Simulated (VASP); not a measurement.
The system is BiSbTe2S.

```
Sb Bi Te S
1.0
     5.34373    0.00000    0.00000
    -2.67187    4.62781    0.00000
     0.00000    0.00000    6.32644
Sb Bi Te S
1 1 2 1
Direct
  0.33333 0.66667 0.50000
  0.33333 0.66667 0.00000
  0.66667 0.33333 0.50000
  0.00000 0.00000 0.00000
  0.66667 0.33333 0.00000
```

The cell was generated, and may not be a known phase.

- Program: VASP 6.6.1
- Task: relaxation of cell and atoms
- Functional: PBE
- Potentials or basis: VASP PAW PBE potentials, release 64 (Sb, Bi_d, Te, S)
- Cutoff: 600 eV
- k mesh: 6 × 6 × 4
- Occupations: gaussian, width 0.1 eV
- Spin: no spin polarisation

At the start: pressure 0.5 GPa; volume 31.29 Å³/atom.

How do energy, volume and symmetry change on relaxing?

Over 8 steps the energy falls by 5.0 meV/atom and the volume is 31.24 Å³/atom (-0.2 %); space group P-6m2 (No. 187, to 0.1 Å) before and after.

The path:
```csv
step,energy change (eV),largest force (eV/Å),pressure (GPa),volume (Å³)
1,0.0000,0.0000,0.47,156.45
2,-0.0104,0.0000,-0.33,158.52
3,-0.0108,0.0000,-0.52,159.02
4,-0.0209,0.0000,-0.42,157.97
5,-0.0243,0.0000,-0.30,157.13
6,-0.0243,0.0000,-0.29,157.07
7,-0.0249,0.0000,0.18,155.66
8,-0.0252,0.0000,0.00,156.18
```

Final structure:
```
CELL_PARAMETERS angstrom
5.41912 0.00000 0.00000
-2.70956 4.69309 0.00000
0.00000 0.00000 6.14105
ATOMIC_POSITIONS crystal
Sb 0.33333 0.66667 0.50000
Bi 0.33333 0.66667 0.00000
Te 0.66667 0.33333 0.50000
Te 0.00000 0.00000 0.00000
S 0.66667 0.33333 0.00000
```
